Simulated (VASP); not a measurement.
# In (I4/mmm) in VASP: further runs, part 2 of 2

VASP 6.6.1.

### Step 3. Electric field gradients, PBE (volume scaled by 0.9405)

INCAR reads:

```
SYSTEM = In
ALGO     = Normal         ! electronic algorithm
EDIFF    = 1E-8           ! SCF threshold, eV
ENCUT    = 520            ! plane-wave cutoff, eV
GGA      = PE             ! functional
ISIF     = 2              ! what is computed and relaxed
ISMEAR   = -1             ! smearing method
LASPH    = .True.         ! aspherical terms in the spheres
LCHARG   = .False.        ! write CHGCAR
LEFG     = .True.       
LREAL    = .False.        ! projectors in reciprocal space
LWAVE    = .False.        ! write WAVECAR
NBANDS   = 12             ! bands
NELM     = 100            ! most SCF steps
PREC     = Accurate       ! precision mode
SIGMA    = 0.03           ! smearing width, eV
```

KPOINTS reads:

```
k-points
0
Gamma
  17 17 17
  0 0 0
```

POSCAR reads:

```
In
1.0
   -1.6604059914      1.6604059914      2.2508730305
    1.6604059914     -1.6604059914      2.2508730305
    1.6604059914      1.6604059914     -2.2508730305
In
1
Direct
    0.0000000000      0.0000000000      0.0000000000
```

Potentials or basis: VASP PAW PBE potentials, release 64 (In_d).

The run is started by

```
$ cat potpaw_PBE.64/In_d/POTCAR > POTCAR
$ mpirun -np 1 vasp_std > vasp.out
```

OUTCAR:

```text
SYSTEM = In
   EDIFF = 1E-8
   ENCUT = 520
   GGA = PE
   ISIF = 2
   ISMEAR = -1
   LASPH = .True.
   LREAL = .False.
   NELM = 100
   PREC = Accurate

 ion  position               nearest neighbor table
   1  0.000  0.000  0.000-

  LATTYP: Found a body centered tetragonal cell.
 ALAT       =     3.3208119828
 C/A-ratio  =     1.3556160615

  Lattice vectors:

 A1 = (  -1.6604059914,   1.6604059914,   2.2508730305)
 A2 = (   1.6604059914,  -1.6604059914,   2.2508730305)
 A3 = (   1.6604059914,   1.6604059914,  -2.2508730305)

Analysis of symmetry for initial positions (statically):
[... 562 lines left out ...]
    total drift:                               -0.000000      0.000000      0.000000

  FREE ENERGIE OF THE ION-ELECTRON SYSTEM (eV)
  ---------------------------------------------------
  free  energy   TOTEN  =        -2.5254454155 eV

  energy  without entropy=       -2.5243125430  energy(sigma->0) =       -2.52487898

 Electric field gradients (V/A^2)
---------------------------------------------------------------------
 ion       V_xx      V_yy      V_zz      V_xy      V_xz      V_yz
---------------------------------------------------------------------
   1       3.077     3.077    -6.154    -0.000     0.000     0.000
---------------------------------------------------------------------

 Electric field gradients after diagonalization (V/A^2)
 (convention: |V_zz| > |V_xx| > |V_yy|)
----------------------------------------------------------------------
 ion       V_xx      V_yy      V_zz     asymmetry (V_yy - V_xx)/ V_zz
----------------------------------------------------------------------
   1       3.077     3.077    -6.154       0.000
----------------------------------------------------------------------

           NMR quadrupolar parameters

 Cq : quadrupolar parameter    Cq=e*Q*V_zz/h
 eta: asymmetry parameters     (V_yy - V_xx)/ V_zz
 Q  : nuclear electric quadrupole moment in mb (millibarn)
----------------------------------------------------------------------
 ion       Cq(MHz)       eta       Q (mb)
----------------------------------------------------------------------
   1      -0.015       0.000       1.000
----------------------------------------------------------------------
```

stdout:

```text
POSCAR found type information on POSCAR In
 POSCAR found :  1 types and       1 ions
 scaLAPACK will be used
 LDA part: xc-table for (Slater+PW92), standard interpolation
 POSCAR, INCAR and KPOINTS ok, starting setup
 FFT: planning ... GRIDC
 FFT: planning ... GRID_SOFT
 FFT: planning ... GRID
 WAVECAR not read
 entering main loop
ion   1
```

Wall time 2 min (1 thread of AMD EPYC 7R43 (Zen 3), shared host); peak memory 0.19 GiB.

What came out:

* Free energy: -2.5254 eV
* Pressure: 4.7 GPa

Stress tensor (GPa, compression positive):
```
4.89 0.00 0.00
0.00 4.89 0.00
0.00 0.00 4.29
```

Electric field gradients, principal values (V/Å²):
| atom | least | middle | greatest (by size) |
| --- | --- | --- | --- |
| 1 In | 3.077 | 3.077 | -6.154 |

Caveat: without QUAD_EFG the Cq values of the log hold for a quadrupole moment of 1 mb, not for the nuclei.

### Step 4. Electric field gradients, PBE (volume scaled by 0.98)

INCAR reads:

```
SYSTEM = In
PREC = Accurate
ENCUT = 520
EDIFF = 1E-8
ISMEAR = -1
SIGMA = 0.03
LREAL = .False.
LASPH = .True.
NELM = 100
ALGO = Normal
ISIF = 2
LWAVE = .False.
LCHARG = .False.
GGA = PE
LEFG = .True.
NBANDS = 12
```

KPOINTS reads:

```
Automatic mesh
0
Gamma
  17 17 17
  0 0 0
```

POSCAR reads:

```
In
1.0
   -1.6833330504      1.6833330504      2.2819533200
    1.6833330504     -1.6833330504      2.2819533200
    1.6833330504      1.6833330504     -2.2819533200
In
1
Direct
    0.0000000000      0.0000000000      0.0000000000
```

Potentials or basis: VASP PAW PBE potentials, release 64 (In_d).

The run is started by

```
$ cat potpaw_PBE.64/In_d/POTCAR > POTCAR
$ mpirun -np 1 vasp_std > vasp.out
```

OUTCAR:

```text
SYSTEM = In
   PREC = Accurate
   ENCUT = 520
   EDIFF = 1E-8
   ISMEAR = -1
   LREAL = .False.
   LASPH = .True.
   NELM = 100
   ISIF = 2
   GGA = PE

 ion  position               nearest neighbor table
   1  0.000  0.000  0.000-

  LATTYP: Found a body centered tetragonal cell.
 ALAT       =     3.3666661008
 C/A-ratio  =     1.3556160615

  Lattice vectors:

 A1 = (  -1.6833330504,   1.6833330504,   2.2819533200)
 A2 = (   1.6833330504,  -1.6833330504,   2.2819533200)
 A3 = (   1.6833330504,   1.6833330504,  -2.2819533200)

Analysis of symmetry for initial positions (statically):
[... 563 lines left out ...]
    total drift:                                0.000000      0.000000      0.000000

  FREE ENERGIE OF THE ION-ELECTRON SYSTEM (eV)
  ---------------------------------------------------
  free  energy   TOTEN  =        -2.5490355847 eV

  energy  without entropy=       -2.5478756024  energy(sigma->0) =       -2.54845559

 Electric field gradients (V/A^2)
---------------------------------------------------------------------
 ion       V_xx      V_yy      V_zz      V_xy      V_xz      V_yz
---------------------------------------------------------------------
   1       2.996     2.996    -5.992    -0.002    -0.001    -0.001
---------------------------------------------------------------------

 Electric field gradients after diagonalization (V/A^2)
 (convention: |V_zz| > |V_xx| > |V_yy|)
----------------------------------------------------------------------
 ion       V_xx      V_yy      V_zz     asymmetry (V_yy - V_xx)/ V_zz
----------------------------------------------------------------------
   1       2.998     2.994    -5.992       0.001
----------------------------------------------------------------------

           NMR quadrupolar parameters

 Cq : quadrupolar parameter    Cq=e*Q*V_zz/h
 eta: asymmetry parameters     (V_yy - V_xx)/ V_zz
 Q  : nuclear electric quadrupole moment in mb (millibarn)
----------------------------------------------------------------------
 ion       Cq(MHz)       eta       Q (mb)
----------------------------------------------------------------------
   1      -0.014       0.001       1.000
----------------------------------------------------------------------
```

Run time: 3.2 min. Hardware: 1 thread of AMD EPYC 7R43 (Zen 3), shared host; peak memory 0.21 GiB.

Results:

| Property | Result |
| --- | --- |
| Free energy | -2.5490 eV |
| Pressure | 2.5 GPa |

Stress tensor (GPa, compression positive):
```
2.68 0.00 0.00
0.00 2.68 0.00
0.00 0.00 2.11
```

Electric field gradients, principal values (V/Å²):
```tsv
atom	least	middle	greatest (by size)
1 In	2.994	2.998	-5.992
```

Caveat: without QUAD_EFG the Cq values of the log hold for a quadrupole moment of 1 mb, not for the nuclei.
